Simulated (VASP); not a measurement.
Here is a VASP 6.6.1 calculation.

The input INCAR:

```
SYSTEM = MgO
ALGO = Normal
EDIFF = 1E-7
EDIFFG = -0.002
ENCUT = 600
GGA = PE
GGA_COMPAT = .False.
IBRION = 2
ISIF = 3
ISMEAR = 0
LASPH = .True.
LCHARG = .False.
LREAL = .False.
LWAVE = .False.
NELM = 120
NELMIN = 4
NSW = 100
PREC = Accurate
PSTRESS = 232.0
SIGMA = 0.02
```

KPOINTS

```
k-points
0
Gamma
  10 10 10
  0 0 0
```

POSCAR

```
MgO
1.0
    0.0000000000      2.0427331873      2.0427331873
    2.0427331873      0.0000000000      2.0427331873
    2.0427331873      2.0427331873      0.0000000000
Mg O
1 1
Direct
    0.0000000000      0.0000000000      0.0000000000
    0.5000000000      0.5000000000      0.5000000000
```

Potentials or basis: VASP PAW PBE potentials, release 64 (Mg, O).

Command:

```console
$ cat potpaw_PBE.64/Mg/POTCAR potpaw_PBE.64/O/POTCAR > POTCAR
$ mpirun -np 1 vasp_std > vasp.out
```

(1) Estimate the relaxed volume.

(2) Predict the space group after relaxing (to 0.05 Å).

Answers

(1) 8.49 Å³/atom.

(2) Fm-3m (No. 225).

Caveat: the cell is relaxed towards a set pressure, so the enthalpy falls and the energy may rise.
